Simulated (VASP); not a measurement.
# Al3Au (P4/mmm) in VASP: relaxation of cell and atoms with r2SCAN

Aim: the relaxation of cell and atoms of Al3Au with r2SCAN.

All numbers are computed with VASP 6.6.1; they aren't measurements. Logs are shortened: lines on timing, memory, paths and dates and some standing lists are left out, and cuts for length are marked.

### 1 The cell of the first run

It takes space group P4/mmm (No. 123, tetragonal). Conventional cell: a = 2.903 Å, b = 2.903 Å, c = 7.679 Å, α = 90.00°, β = 90.00°, γ = 90.00°. Within 3.9 Å of Al (site symmetry 4/mmm) lie 12 Al at 2.82 to 2.90 Å and 2 Au at 3.84 Å. Within 3.9 Å of Al (site symmetry 4mm) lie 4 Au at 2.80 Å and 10 Al at 2.82 to 3.88 Å. Au (site symmetry 4/mmm) has 10 Al at 2.80 to 3.84 Å and 4 Au at 2.90 Å within 3.9 Å.

### 2 Relaxation of cell and atoms, r2SCAN

POSCAR

```
Al3Au
1.0
    2.9034550629      0.0000000000      0.0000000000
    0.0000000000      2.9034550629      0.0000000000
    0.0000000000      0.0000000000      7.6792587976
Al Au
3 1
Direct
    0.0000000000      0.0000000000      0.5000000000
    0.5000000000      0.5000000000      0.2476840544
    0.5000000000      0.5000000000      0.7523159456
    0.0000000000      0.0000000000      0.0000000000
```

INCAR.step1

```
  PREC = Accurate
  ENCUT = 600
  ISMEAR = 0
  SIGMA = 0.1
  LREAL = False
  LASPH = True
  NELM = 60
  GGA = PE
  ALGO = Normal
  EDIFF = 1E-4
  LWAVE = True
  LCHARG = False
```

INCAR.step2

```
  PREC = Accurate
  ENCUT = 600
  EDIFF = 1E-7
  ISMEAR = 0
  SIGMA = 0.1
  LREAL = False
  LASPH = True
  NELM = 60
  ALGO = Normal
  ISIF = 3
  LWAVE = False
  LCHARG = False
  METAGGA = R2SCAN
  LMIXTAU = True
  IBRION = 2
  NSW = 80
  EDIFFG = -0.01
  ISTART = 1
```

KPOINTS

```
Automatic mesh
0
Gamma
  14 14 6
```

Potentials or basis: VASP PAW PBE potentials, release 64 (Al, Au).

Launch:

```console
$ cat potpaw_PBE.64/Al/POTCAR potpaw_PBE.64/Au/POTCAR > POTCAR
$ cp INCAR.step1 INCAR
$ mpirun -np 1 vasp_std > vasp.out
$ cp INCAR.step2 INCAR
$ mpirun -np 1 vasp_std > vasp.out
```

OUTCAR:

```text
PREC = Accurate
   ENCUT = 600
   EDIFF = 1E-7
   ISMEAR = 0
   LREAL = False
   LASPH = True
   NELM = 60
   ISIF = 3
   METAGGA = R2SCAN
   IBRION = 2
   NSW = 80
   EDIFFG = -0.01
   ISTART = 1

 ion  position               nearest neighbor table
   1  0.000  0.000  0.500-   2 2.82   3 2.82   2 2.82   3 2.82   2 2.82   3 2.82   2 2.82   3 2.82

   2  0.500  0.500  0.248-   4 2.80   4 2.80   4 2.80   4 2.80   1 2.82   1 2.82   1 2.82   1 2.82

   3  0.500  0.500  0.752-   4 2.80   4 2.80   4 2.80   4 2.80   1 2.82   1 2.82   1 2.82   1 2.82

   4  0.000  0.000  0.000-   2 2.80   3 2.80   2 2.80   3 2.80   2 2.80   3 2.80   2 2.80   3 2.80

  LATTYP: Found a simple tetragonal cell.
 ALAT       =     2.9034550629
 C/A-ratio  =     2.6448691753

  Lattice vectors:

 A1 = (   2.9034550629,   0.0000000000,   0.0000000000)
 A2 = (   0.0000000000,   2.9034550629,   0.0000000000)
 A3 = (   0.0000000000,   0.0000000000,   7.6792587976)

Analysis of symmetry for initial positions (statically):
=====================================================================
 Subroutine PRICEL returns:
 Original cell was already a primitive cell.

 Routine SETGRP: Setting up the symmetry group for a
 simple tetragonal supercell.

 Subroutine GETGRP returns: Found 16 space group operations
 (whereof 16 operations were pure point group operations)
 out of a pool of 16 trial point group operations.

The static configuration has the point symmetry D_4h.

Analysis of symmetry for dynamics (positions and initial velocities):
=====================================================================
 Subroutine PRICEL returns:
 Original cell was already a primitive cell.

 Routine SETGRP: Setting up the symmetry group for a
 simple tetragonal supercell.

 Subroutine GETGRP returns: Found 16 space group operations
 (whereof 16 operations were pure point group operations)
 out of a pool of 16 trial point group operations.

The dynamic configuration has the point symmetry D_4h.

 Subroutine INISYM returns: Found 16 space group operations
 (whereof 16 operations are pure point group operations),
 and found     1 'primitive' translations

----------------------------------------------------------------------------------------

                                     Primitive cell

  volume of cell :      64.7365

  direct lattice vectors                    reciprocal lattice vectors
     2.903455063  0.000000000  0.000000000     0.344417247  0.000000000  0.000000000
[... 129 lines left out ...]

--------------------------------------- Ionic step        1  -------------------------------------------

 number of electron      20.0000001 magnetization

 Free energy of the ion-electron system (eV)
  ---------------------------------------------------
  ext. energy  EPLUGINS =         0.00000000
  ---------------------------------------------------
  free energy    TOTEN  =       -71.29916878 eV

  energy without entropy =      -71.29165973  energy(sigma->0) =      -71.29541425

------------------------ aborting loop because EDIFF is reached ----------------------------------------

  FORCE on cell =-STRESS in cart. coord.  units (eV):
  Direction    XX          YY          ZZ          XY          YZ          ZX
  --------------------------------------------------------------------------------------
  -------------------------------------------------------------------------------------
  Total       -0.4889418     -0.4889418      0.6095097      0.0000000      0.0000000     -0.0000000
  in kB      -12.1009143    -12.1009143     15.0848733      0.0000000      0.0000000     -0.0000000
  external PRESSURE =      -3.0389851 kB  Pullay stress =       0.0000000 kB
[... 95 lines left out ...]
  FREE ENERGIE OF THE ION-ELECTRON SYSTEM (eV)
  ---------------------------------------------------
  free  energy   TOTEN  =       -71.3202578155 eV

  energy  without entropy=      -71.3155973013  energy(sigma->0) =      -71.31792756

[... ionic steps 4 to 11 ...]

--------------------------------------- Ionic step       12  -------------------------------------------

 number of electron      20.0000001 magnetization

------------------------ aborting loop because EDIFF is reached ----------------------------------------
[... 71 lines left out ...]
--------------------------------------- Ionic step       14  -------------------------------------------

 number of electron      20.0000001 magnetization

 Free energy of the ion-electron system (eV)
  ---------------------------------------------------
  ext. energy  EPLUGINS =         0.00000000
  ---------------------------------------------------
  free energy    TOTEN  =       -71.32360310 eV

  energy without entropy =      -71.31874805  energy(sigma->0) =      -71.32117557

 E-fermi :   9.0388     XC(G=0): -11.7844

 val. band max:        9.0313658176   @ k =   0.2857   0.0714   0.5000
 cond. band min:       9.0391377046   @ k =   0.4286   0.3571   0.5000
 fundamental gap:      0.0077718870
 Fermi energy:         9.0388496420

 k-point     1 :       0.0000    0.0000    0.0000
  band No.  band energies     occupation
      1      -3.0119      2.00000
      2      -0.5274      2.00000
      3      -0.2353      2.00000
      4       1.5677      2.00000
      5       2.4172      2.00000
      6       3.9614      2.00000
      7       3.9614      2.00000
      8       4.8765      2.00000
      9       6.8564      2.00000
     10       9.9749      0.00000
     11      14.9867      0.00000
     12      14.9867      0.00000
     13      15.0249      0.00000
     14      16.2800      0.00000
[... 377 lines left out ...]
      1       0.2478      2.00000
      2       1.2037      2.00000
      3       2.1878      2.00000
      4       2.8621      2.00000
      5       2.8842      2.00000
      6       3.4471      2.00000
      7       4.4471      2.00000
      8       4.5935      2.00000
      9       6.4936      2.00000
     10       9.0063      1.35457
     11      10.2201      0.00000
     12      11.2874      0.00000
     13      11.6512      0.00000
     14      12.4186      0.00000

 [... further k-points ...]

------------------------ aborting loop because EDIFF is reached ----------------------------------------

  FORCE on cell =-STRESS in cart. coord.  units (eV):
  Direction    XX          YY          ZZ          XY          YZ          ZX
  --------------------------------------------------------------------------------------
  -------------------------------------------------------------------------------------
  Total        0.0045611      0.0045611     -0.0029598      0.0000000     -0.0000000     -0.0000000
  in kB        0.1126927      0.1126927     -0.0731278      0.0000000     -0.0000000     -0.0000000
  external PRESSURE =       0.0507525 kB  Pullay stress =       0.0000000 kB
[... 19 lines left out ...]
  FREE ENERGIE OF THE ION-ELECTRON SYSTEM (eV)
  ---------------------------------------------------
  free  energy   TOTEN  =       -71.3236031020 eV

  energy  without entropy=      -71.3187480474  energy(sigma->0) =      -71.32117557

 reached required accuracy - stopping structural energy minimisation
```

OUTCAR.step1:

```text
PREC = Accurate
   ENCUT = 600
   ISMEAR = 0
   LREAL = False
   LASPH = True
[... 640 lines left out ...]
      0.00000      0.00000      3.83963        -0.000000     -0.000000      0.000000
      1.45173      1.45173      1.90203         0.000000      0.000000     -0.225882
      1.45173      1.45173      5.77723        -0.000000      0.000000      0.225882
      0.00000      0.00000      0.00000        -0.000000     -0.000000      0.000000
 -----------------------------------------------------------------------------------
    total drift:                               -0.000000      0.000000     -0.000000

  FREE ENERGIE OF THE ION-ELECTRON SYSTEM (eV)
  ---------------------------------------------------
  free  energy   TOTEN  =       -14.9859600157 eV

  energy  without entropy=      -14.9781742150  energy(sigma->0) =      -14.98206712
```

Wall time 1.7 h (1 thread of Oxide Virtual Turin-like, shared host); peak memory 0.31 GiB.

What came out:

```yaml
Free_energy: -71.3236 eV
Relaxed_volume: 16.21 Å³/atom
Relaxed_cell: a = 2.881 Å, b = 2.881 Å, c = 7.810 Å, α = 90.00°, β = 90.00°, γ = 90.00°
Space_group_after_relaxing_to_0.1_Å: P4/mmm (No. 123)
Energy_gained_by_relaxing: 6.1 meV/atom
Ionic_steps: 14
Pressure_after_relaxing: 0.0 GPa
Band_gap_on_the_k_mesh: zero (bands 10 and 11 overlap by 5.53 eV)
```

The path:
```
step  energy change (eV)  largest force (eV/Å)  pressure (GPa)  volume (Å³)
   1              0.0000                0.2891           -0.30        64.74
   2             -0.0153                0.2028            0.33        64.45
   3             -0.0211                0.0553            1.15        64.12
   4             -0.0212                0.0777            1.04        64.16
   5             -0.0226                0.0325           -0.65        65.19
   6             -0.0236                0.0494            0.01        64.78
   7             -0.0236                0.0488           -0.02        64.80
   8             -0.0242                0.0331           -0.06        64.84
   9             -0.0244                0.0189           -0.10        64.89
  10             -0.0244                0.0212           -0.09        64.88
  11             -0.0244                0.0021            0.11        64.78
  12             -0.0244                0.0061            0.07        64.80
  13             -0.0244                0.0074            0.05        64.81
  14             -0.0244                0.0014            0.01        64.85
```

Final structure:
```xyz
4
Lattice="2.8815 0.0000 0.0000 0.0000 2.8815 0.0000 0.0000 0.0000 7.8102" Properties=species:S:1:pos:R:3 pbc="T T T"
Al    0.0000    0.0000    3.9051
Al    1.4407    1.4407    1.8926
Al    1.4407    1.4407    5.9176
Au    0.0000    0.0000    0.0000
```

Caveat: the PAW data sets were made with another functional, which shifts forces and pressure a little; spin-orbit coupling is left out, which moves the levels of the heavy elements.
